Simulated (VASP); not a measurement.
**CdS: single point with PBE**

CdS:

```xyz
2
Lattice="0.0000 2.9100 2.9100 2.9100 0.0000 2.9100 2.9100 2.9100 0.0000" Properties=species:S:1:pos:R:3 pbc="T T T"
Cd    0.0000    0.0000    0.0000
S     1.4550    1.4550    1.4550
```

* Program: VASP 6.6.1
* Task: single point
* Functional: PBE
* Potentials or basis: VASP PAW PBE potentials, release 64 (Cd, S)
* Cutoff: 500 eV
* k mesh: 4 × 4 × 4
* Occupations: gaussian, width 0.01 eV
* Spin: no spin polarisation
* Dipole correction: no
* Further INCAR settings: ALGO = Normal; EDIFF = 1e-06; NBANDS = 16

The pressure is 3.8 GPa and the band gap on the k mesh is 1.15 eV, direct.

Levels at points of the mesh, in eV from the valence-band top:
| k point | band 5 | band 6 | band 7 | band 8 | band 9 | band 10 | band 11 | band 12 | band 13 | band 14 |
| --- | --- | --- | --- | --- | --- | --- | --- | --- | --- | --- |
| (0.00, 0.00, 0.00) | -7.29 | -7.29 | 0.00 | 0.00 | 0.00 | 1.15 | 6.53 | 6.53 | 6.53 | 11.47 |
| (0.50, 0.00, 0.00) | -7.25 | -6.90 | -4.45 | -0.76 | -0.76 | 3.01 | 7.00 | 7.00 | 7.49 | 11.10 |
| (0.50, 0.50, 0.00) | -7.20 | -6.83 | -3.99 | -1.91 | -1.91 | 3.53 | 4.35 | 9.26 | 10.81 | 10.81 |

It took 9 s on 1 thread of AMD EPYC 7R13 Processor (Zen 3) (shared host), peak memory 0.13 GiB.

Caveat: the k points lie up to 0.47 Å⁻¹ apart. A hybrid or GW would open this gap; PBE tends to underestimate it.
